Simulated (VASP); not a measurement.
Here is a VASP 6.6.1 calculation.

The input INCAR:

```
SYSTEM = RbZn11F24
  PREC = Accurate
  ENCUT = 520
  EDIFF = 1E-6
  ISMEAR = -1
  SIGMA = 0.01
  LREAL = Auto
  LASPH = .TRUE.
  NELM = 100
  ALGO = Normal
  ISIF = 2
  LWAVE = .FALSE.
  LCHARG = .FALSE.
  GGA = PE
  NBANDS = 178
  NELECT = 310.0
```

KPOINTS

```
Automatic mesh
0
G
  3 3 2
  0 0 0
```

File POSCAR:

```
RbZn11F24
1.0
    4.7029441700      4.7029441700      0.0000000000
   -4.7029441700      4.7029441700      0.0000000000
    0.0000000000      0.0000000000      9.3986706300
Rb Zn F
1 11 24
Direct
    0.5000000000      0.0000000000      0.1666666667
    0.5000000000      0.0000000000      0.5000000000
    0.5000000000      0.0000000000      0.8333333333
    0.0000000000      0.5000000000      0.1666666667
    0.0000000000      0.5000000000      0.5000000000
    0.0000000000      0.5000000000      0.8333333333
    0.0000000000      0.0000000000      0.0000000000
    0.0000000000      0.0000000000      0.3333333333
    0.0000000000      0.0000000000      0.6666666667
    0.5000000000      0.5000000000      0.0000000000
    0.5000000000      0.5000000000      0.3333333333
    0.5000000000      0.5000000000      0.6666666667
    0.6968616200      0.0000000000      0.0000000000
    0.6968616200      0.0000000000      0.3333333333
    0.6968616200      0.0000000000      0.6666666667
    0.1968616200      0.5000000000      0.0000000000
    0.1968616200      0.5000000000      0.3333333333
    0.1968616200      0.5000000000      0.6666666667
    0.5000000000      0.6968616200      0.1666666667
    0.5000000000      0.6968616200      0.5000000000
    0.5000000000      0.6968616200      0.8333333333
    0.0000000000      0.1968616200      0.1666666667
    0.0000000000      0.1968616200      0.5000000000
    0.0000000000      0.1968616200      0.8333333333
    0.3031383800      0.0000000000      0.0000000000
    0.3031383800      0.0000000000      0.3333333333
    0.3031383800      0.0000000000      0.6666666667
    0.8031383800      0.5000000000      0.0000000000
    0.8031383800      0.5000000000      0.3333333333
    0.8031383800      0.5000000000      0.6666666667
    0.5000000000      0.3031383800      0.1666666667
    0.5000000000      0.3031383800      0.5000000000
    0.5000000000      0.3031383800      0.8333333333
    0.0000000000      0.8031383800      0.1666666667
    0.0000000000      0.8031383800      0.5000000000
    0.0000000000      0.8031383800      0.8333333333
```

Potentials or basis: VASP PAW PBE potentials, release 64 (Rb_sv, Zn, F).

The run is started by

```console
$ cat potpaw_PBE.64/Rb_sv/POTCAR potpaw_PBE.64/Zn/POTCAR potpaw_PBE.64/F/POTCAR > POTCAR
$ mpirun -np 1 vasp_std > vasp.out
```

Task: What does it give for the largest force?

Result: 7.280 eV/Å.

Forces on the atoms (eV/Å):
```
Rb   0.000  0.000  0.000
Zn   0.000  0.000 -0.863
Zn   0.000  0.000  0.863
Zn   0.000  0.000  0.000
Zn   0.000  0.000 -0.286
Zn   0.000  0.000  0.286
Zn   0.000  0.000  0.118
Zn   0.000  0.000 -0.118
Zn   0.000  0.000  0.000
Zn   0.000  0.000  1.111
Zn   0.000  0.000 -1.111
Zn   0.000  0.000  0.000
F    3.240  3.240 -5.535
F    3.240  3.240  5.535
F    0.056  0.056  0.000
F   -0.162 -0.162 -0.208
F   -0.162 -0.162  0.208
F    0.023  0.023  0.000
F    5.148 -5.148  0.000
F    0.089 -0.089  0.254
F    0.089 -0.089 -0.254
F   -0.219  0.219  0.000
F   -0.212  0.212  0.329
F   -0.212  0.212 -0.329
F   -3.240 -3.240 -5.535
F   -3.240 -3.240  5.535
F   -0.056 -0.056  0.000
F    0.162  0.162 -0.208
F    0.162  0.162  0.208
F   -0.023 -0.023  0.000
F   -5.148  5.148  0.000
F   -0.089  0.089  0.254
F   -0.089  0.089 -0.254
F    0.219 -0.219  0.000
F    0.212 -0.212  0.329
F    0.212 -0.212 -0.329
```

Caveat: the cell carries a net charge on a neutralising background, which shifts energy and pressure.
